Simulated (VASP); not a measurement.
# W16F (a cell with a defect) in VASP: relaxation of the atoms with PBE+D3(BJ)

Aim: the relaxation of the atoms of W16F (a cell with a defect) with PBE+D3(BJ).

Program: VASP 6.6.1. These are calculated values, not measurements. Logs are shortened: lines on timing, memory, paths and dates and some standing lists are left out, and cuts for length are marked.

## Step 1: The cell of the first run

The cell holds a defect, 17 atoms: a = 6.320 Å, b = 6.320 Å, c = 6.320 Å, α = 90.00°, β = 90.00°, γ = 90.00°.

## Step 2: Relaxation of the atoms, PBE+D3(BJ)

INCAR

```
PREC = Accurate
ENCUT = 520
EDIFF = 1E-6
ISMEAR = -1
SIGMA = 0.05
LREAL = Auto
LASPH = True
NELM = 60
ALGO = Normal
ISIF = 2
LWAVE = False
LCHARG = False
GGA = PE
IVDW = 12
IBRION = 2
NSW = 80
EDIFFG = -0.03
KPAR = 4
```

KPOINTS

```
regular mesh
0
Gamma
  3 3 3
```

POSCAR

```
W16F
1.0
    6.3200000000      0.0000000000      0.0000000000
    0.0000000000      6.3200000000      0.0000000000
    0.0000000000      0.0000000000      6.3200000000
W F
16 1
Direct
    0.0000000000      0.0000000000      0.0000000000
    0.5000000000      0.0000000000      0.0000000000
    0.0000000000      0.5000000000      0.0000000000
    0.0000000000      0.0000000000      0.5000000000
    0.2500000000      0.2500000000      0.2500000000
    0.5000000000      0.5000000000      0.0000000000
    0.5000000000      0.0000000000      0.5000000000
    0.7500000000      0.2500000000      0.2500000000
    0.0000000000      0.5000000000      0.5000000000
    0.2500000000      0.7500000000      0.2500000000
    0.2500000000      0.2500000000      0.7500000000
    0.5000000000      0.5000000000      0.5000000000
    0.7500000000      0.7500000000      0.2500000000
    0.7500000000      0.2500000000      0.7500000000
    0.2500000000      0.7500000000      0.7500000000
    0.7500000000      0.7500000000      0.7500000000
    0.7420958000      0.0033972000      0.6236532000
```

Potentials or basis: VASP PAW PBE potentials, release 64 (W_sv, F).

On the command line:

```
$ cat potpaw_PBE.64/W_sv/POTCAR potpaw_PBE.64/F/POTCAR > POTCAR
$ mpirun -np 4 vasp_std > vasp.out
```

OUTCAR:

```text
PREC = Accurate
   ENCUT = 520
   EDIFF = 1E-6
   ISMEAR = -1
   LREAL = Auto
   LASPH = True
   NELM = 60
   ISIF = 2
   GGA = PE
   IVDW = 12
   IBRION = 2
   NSW = 80
   EDIFFG = -0.03
 IVDW          = 12

 ion  position               nearest neighbor table
   1  0.000  0.000  0.000-   5 2.74   8 2.74  10 2.74  11 2.74  13 2.74  14 2.74  15 2.74  16 2.74
                             4 3.16   2 3.16   3 3.16   4 3.16   3 3.16   2 3.16
   2  0.500  0.000  0.000-   5 2.74   8 2.74  10 2.74  11 2.74  13 2.74  14 2.74  15 2.74  16 2.74
                             6 3.16   7 3.16   1 3.16   7 3.16   6 3.16   1 3.16
   3  0.000  0.500  0.000-   5 2.74   8 2.74  10 2.74  11 2.74  13 2.74  14 2.74  15 2.74  16 2.74
                             6 3.16   1 3.16   9 3.16   9 3.16   1 3.16   6 3.16
   4  0.000  0.000  0.500-  17 1.81   8 2.74  10 2.74  11 2.74  13 2.74  14 2.74  15 2.74  16 2.74
                             5 2.74   1 3.16   9 3.16   7 3.16   1 3.16   9 3.16   7 3.16
   5  0.250  0.250  0.250-   1 2.74   2 2.74   3 2.74   4 2.74   6 2.74   7 2.74   9 2.74  12 2.74
                            10 3.16  11 3.16   8 3.16  11 3.16  10 3.16   8 3.16
   6  0.500  0.500  0.000-   5 2.74   8 2.74  10 2.74  11 2.74  13 2.74  14 2.74  15 2.74  16 2.74
                             3 3.16  12 3.16   2 3.16  12 3.16   2 3.16   3 3.16
   7  0.500  0.000  0.500-  17 1.72   8 2.74  10 2.74  11 2.74  13 2.74  14 2.74  15 2.74  16 2.74
                             5 2.74  12 3.16   2 3.16   4 3.16   2 3.16  12 3.16   4 3.16
   8  0.750  0.250  0.250-   1 2.74   2 2.74   3 2.74   4 2.74   6 2.74   7 2.74   9 2.74  12 2.74
                             5 3.16  13 3.16  14 3.16  14 3.16  13 3.16   5 3.16
   9  0.000  0.500  0.500-   5 2.74   8 2.74  10 2.74  11 2.74  13 2.74  14 2.74  15 2.74  16 2.74
                             4 3.16  12 3.16   3 3.16   3 3.16   4 3.16  12 3.16
  10  0.250  0.750  0.250-   1 2.74   2 2.74   3 2.74   4 2.74   6 2.74   7 2.74   9 2.74  12 2.74
                             5 3.16  13 3.16  15 3.16  15 3.16   5 3.16  13 3.16
  11  0.250  0.250  0.750-   1 2.74   2 2.74   3 2.74   4 2.74   6 2.74   7 2.74   9 2.74  12 2.74
                             5 3.16  14 3.16  15 3.16   5 3.16  15 3.16  14 3.16
  12  0.500  0.500  0.500-   5 2.74   8 2.74  10 2.74  11 2.74  13 2.74  14 2.74  15 2.74  16 2.74
                             7 3.16   6 3.16   9 3.16   6 3.16   7 3.16   9 3.16
  13  0.750  0.750  0.250-   1 2.74   2 2.74   3 2.74   4 2.74   6 2.74   7 2.74   9 2.74  12 2.74
                            10 3.16   8 3.16  16 3.16  16 3.16   8 3.16  10 3.16
  14  0.750  0.250  0.750-  17 1.75   2 2.74   3 2.74   4 2.74   6 2.74   7 2.74   9 2.74  12 2.74
                             1 2.74   8 3.16  16 3.16  11 3.16   8 3.16  16 3.16  11 3.16
  15  0.250  0.750  0.750-   1 2.74   2 2.74   3 2.74   4 2.74   6 2.74   7 2.74   9 2.74  12 2.74
                            11 3.16  10 3.16  16 3.16  10 3.16  11 3.16  16 3.16
  16  0.750  0.750  0.750-  17 1.79   2 2.74   3 2.74   4 2.74   6 2.74   7 2.74   9 2.74  12 2.74
                             1 2.74  14 3.16  15 3.16  13 3.16  13 3.16  14 3.16  15 3.16
  17  0.742  0.003  0.624-   7 1.72  14 1.75  16 1.79   4 1.81

  LATTYP: Found a simple cubic cell.
 ALAT       =     6.3200000000

  Lattice vectors:

 A1 = (   6.3200000000,   0.0000000000,   0.0000000000)
 A2 = (   0.0000000000,   6.3200000000,   0.0000000000)
 A3 = (   0.0000000000,   0.0000000000,   6.3200000000)

Analysis of symmetry for initial positions (statically):
=====================================================================
 Subroutine PRICEL returns:
 Original cell was already a primitive cell.

 Routine SETGRP: Setting up the symmetry group for a
 simple cubic supercell.

 Subroutine GETGRP returns: Found  1 space group operations
 (whereof  1 operations were pure point group operations)
 out of a pool of 48 trial point group operations.

The static configuration has the point symmetry C_1 .

Analysis of symmetry for dynamics (positions and initial velocities):
=====================================================================
 Subroutine PRICEL returns:
 Original cell was already a primitive cell.

 Routine SETGRP: Setting up the symmetry group for a
 simple cubic supercell.

 Subroutine GETGRP returns: Found  1 space group operations
 (whereof  1 operations were pure point group operations)
 out of a pool of 48 trial point group operations.

The dynamic configuration has the point symmetry C_1 .

 Subroutine INISYM returns: Found  1 space group operations
 (whereof  1 operations are pure point group operations),
 and found     1 'primitive' translations

----------------------------------------------------------------------------------------

                                     Primitive cell

  volume of cell :     252.4360

  direct lattice vectors                    reciprocal lattice vectors
     6.320000000  0.000000000  0.000000000     0.158227848  0.000000000  0.000000000
     0.000000000  6.320000000  0.000000000     0.000000000  0.158227848  0.000000000
     0.000000000  0.000000000  6.320000000     0.000000000  0.000000000  0.158227848

  length of vectors
     6.320000000  6.320000000  6.320000000     0.158227848  0.158227848  0.158227848

  position of ions in fractional coordinates (direct lattice)
     0.000000000  0.000000000  0.000000000
[... 53 lines left out ...]
     0.052742616  0.052742616  0.052742616

  Shift w.r.t. Gamma in fractional coordinates (k-lattice)
     0.000000000  0.000000000  0.000000000

 Subroutine IBZKPT returns following result:
 ===========================================

 Found     14 irreducible k-points:

 Following reciprocal coordinates:
            Coordinates               Weight
  0.000000  0.000000  0.000000      1.000000
  0.333333  0.000000  0.000000      2.000000
  0.000000  0.333333  0.000000      2.000000
  0.000000  0.000000  0.333333      2.000000
  0.333333  0.333333  0.000000      2.000000
  0.000000  0.333333  0.333333      2.000000
  0.333333  0.000000  0.333333      2.000000
 -0.333333  0.333333  0.000000      2.000000
 -0.333333  0.000000  0.333333      2.000000
  0.000000 -0.333333  0.333333      2.000000
  0.333333  0.333333  0.333333      2.000000
 -0.333333  0.333333  0.333333      2.000000
 -0.333333 -0.333333  0.333333      2.000000
  0.333333 -0.333333  0.333333      2.000000
   k-points           NKPTS =     14   k-points in BZ     NKDIM =     14   number of bands    NBANDS=    138
   number of dos      NEDOS =    301   number of ions     NIONS =     17
   total plane-waves  NPLWV = 110592
   dimension x,y,z NGX =    48 NGY =   48 NGZ =   48
   dimension x,y,z NGXF=    96 NGYF=   96 NGZF=   96
   ions per type =              16   1
   NGX,Y,Z   is equivalent  to a cutoff of  12.63, 12.63, 12.63 a.u.
   NGXF,Y,Z  is equivalent  to a cutoff of  25.25, 25.25, 25.25 a.u.
 SYSTEM =  unknown system
   PREC   = accura    normal or accurate (medium, high low for compatibility)
   ISTART =      0    job   : 0-new  1-cont  2-samecut
   ICHARG =      2    charge: 1-file 2-atom 10-const
   ISPIN  =      1    spin polarized calculation?
   LNONCOLLINEAR =      F non collinear calculations
   LSORBIT =      F    spin-orbit coupling
   LASPH  =      T    aspherical Exc in radial PAW
   ENCUT  =  520.0 eV  38.22 Ry    6.18 a.u.  11.75 11.75 11.75*2*pi/ulx,y,z
   NELM   =     60;   NELMIN=  2; NELMDL= -5     # of ELM steps
   EDIFF  = 0.1E-05   stopping-criterion for ELM
   LREAL  =      T    real-space projection
   EDIFFG = -.3E-01   stopping-criterion for IOM
   NSW    =     80    number of steps for IOM
   IBRION =      2    ionic relax: 0-MD 1-quasi-New 2-CG
   NFREE  =      1    steps in history (QN), initial steepest desc. (CG)
   ISIF   =      2    stress and relaxation
   ISYM   =      2    0-nonsym 1-usesym 2-fastsym
   POTIM  = 0.5000    time-step for ionic-motion
   TEBEG  =    0.0;   TEEND  =   0.0 temperature during run
   PSTRESS=    0.0 pullay stress
   NELECT =     231.0000    total number of electrons
   NUPDOWN=      -1.0000    fix difference up-down
   EMIN   =  10.00;   EMAX   =-10.00  energy-range for DOS
   EFERMI =   0.00;   METHOD = LEGACY
   ISMEAR =    -1;   SIGMA  =   0.05  broadening in eV -4-tet -1-fermi 0-gaus
   EFERMI_NEDOS =   21; number of points for ismear=-14 and -15
   IALGO  =     38    algorithm
   IMIX   =      4    mixing-type and parameters
     AMIX     =   0.40;   BMIX     =  1.00
     AMIX_MAG =   1.60;   BMIX_MAG =  1.00
  volume/ion in A,a.u.               =      14.85       100.21
  Fermi-wavevector in a.u.,A,eV,Ry     =   1.589382  3.003497 34.370175  2.526137
  Thomas-Fermi vector in A             =   2.688240
   LORBIT       =      0    0 simple, 1 ext, 2 COOP (PROOUT), +10 PAW based schemes
   GGA     = PE    functional components
   LHFCALC =     F    Hartree Fock is set to
   AEXX    =    0.0000 exact exchange contribution
   IVDW    =    12    specifies the selected vdW correction
   LEPSILON=     F    determine dielectric tensor
   LRPA    =     F    only Hartree local field effects (RPA)
 conjugate gradient relaxation of ions
 non-spin polarized calculation
  energy-cutoff  :      520.00
  volume of cell :      252.44
 maximum number of plane-waves:      6859
   NGX = 23   NGY = 23   NGZ = 23

--------------------------------------- Ionic step        1  -------------------------------------------

 number of electron     231.0000007 magnetization

 Free energy of the ion-electron system (eV)
  ---------------------------------------------------
  ext. energy  EPLUGINS =         0.00000000
  ---------------------------------------------------
  free energy    TOTEN  =      -200.24176710 eV

  energy without entropy =     -200.15586552  energy(sigma->0) =     -200.19881631

------------------------ aborting loop because EDIFF is reached ----------------------------------------

 Edisp (eV)  -11.47317

 E8    (eV) :    -5.8409
[... 150 lines left out ...]
  FREE ENERGIE OF THE ION-ELECTRON SYSTEM (eV)
  ---------------------------------------------------
  free  energy   TOTEN  =      -216.2347667421 eV

  energy  without entropy=     -216.1620435269  energy(sigma->0) =     -216.19840513

[... ionic steps 4 to 15 ...]

--------------------------------------- Ionic step       16  -------------------------------------------

 number of electron     230.9999993 magnetization

------------------------ aborting loop because EDIFF is reached ----------------------------------------
[... 105 lines left out ...]
--------------------------------------- Ionic step       18  -------------------------------------------

 number of electron     230.9999992 magnetization

 Free energy of the ion-electron system (eV)
  ---------------------------------------------------
  ext. energy  EPLUGINS =         0.00000000
  ---------------------------------------------------
  free energy    TOTEN  =      -205.14475448 eV

  energy without entropy =     -205.06806204  energy(sigma->0) =     -205.10640826

 E-fermi :  11.8404     XC(G=0): -13.7711

 val. band max:       11.8361554979   @ k =   0.0000   0.0000   0.0000
 cond. band min:      11.8694809090   @ k =   0.3333   0.0000   0.3333
 fundamental gap:      0.0333254111
 Fermi energy:        11.8404207507

 k-point     1 :       0.0000    0.0000    0.0000
  band No.  band energies     occupation
      1     -62.3977      2.00000
      2     -62.3676      2.00000
      3     -62.3357      2.00000
      4     -62.3353      2.00000
      5     -62.2037      2.00000
      6     -62.1572      2.00000
[... 1809 lines left out ...]
    126      13.7067      0.00000
    127      13.7818      0.00000
 [bands above 127 left out]

------------------------ aborting loop because EDIFF is reached ----------------------------------------

 Edisp (eV)  -11.47224

 E8    (eV) :    -5.8400
[... 40 lines left out ...]
  FREE ENERGIE OF THE ION-ELECTRON SYSTEM (eV)
  ---------------------------------------------------
  free  energy   TOTEN  =      -216.6169946526 eV

  energy  without entropy=     -216.5403022162  energy(sigma->0) =     -216.57864843

 reached required accuracy - stopping structural energy minimisation
```

Wall time 33 min (4 MPI ranks of Intel Xeon Platinum 8488C (Sapphire Rapids), shared host); peak memory 0.56 GiB.

Results:

```yaml
Free_energy: -216.6170 eV
Pressure_after_relaxing: 14.7 GPa
Largest_force_after_relaxing: 0.028 eV/Å
Band_gap_on_the_k_mesh: zero (an odd number of electrons rules out a gap without spin polarisation)
Dispersion_energy_per_atom: -0.675 eV
```

Forces in eV/Å, atoms in the order of the input:
```
W   -0.007  0.002 -0.004
W    0.003  0.001  0.001
W   -0.005 -0.002  0.006
W   -0.008  0.002  0.001
W    0.003 -0.002 -0.006
W    0.000 -0.002  0.008
W    0.009  0.003  0.008
W   -0.003 -0.004  0.001
W   -0.002  0.001 -0.012
W    0.004  0.005 -0.004
W   -0.003 -0.002  0.012
W    0.000  0.000 -0.014
W   -0.003  0.006  0.002
W   -0.005 -0.010 -0.008
W   -0.003  0.004  0.012
W   -0.006  0.005 -0.002
F    0.026 -0.009 -0.001
```

Final structure:
```xyz
17
Lattice="6.3200 0.0000 0.0000 0.0000 6.3200 0.0000 0.0000 0.0000 6.3200" Properties=species:S:1:pos:R:3 pbc="T T T"
W     0.0032    0.0010    0.0132
W     3.1518    0.0010    0.0133
W     0.0298    3.1615    0.0292
W     0.1820    0.0006    3.0278
W     1.5766    1.6130    1.5499
W     3.1257    3.1615    0.0289
W     2.9686    0.0006    3.0239
W     4.7376    1.5868    1.5658
W     0.0042    3.1609    3.1505
W     1.5766    4.7087    1.5497
W     1.5778    1.5878    4.7489
W     3.1509    3.1610    3.1500
W     4.7376    4.7353    1.5659
W     4.7383    1.7687    4.8741
W     1.5778    4.7343    4.7487
W     4.7384    4.5556    4.8722
F     4.7333    0.0030    3.9495
```

Caveat: spin-orbit coupling is left out, which moves the levels of the heavy elements.

The gap in the log of VASP goes by the Fermi energy; the results here count the filled bands.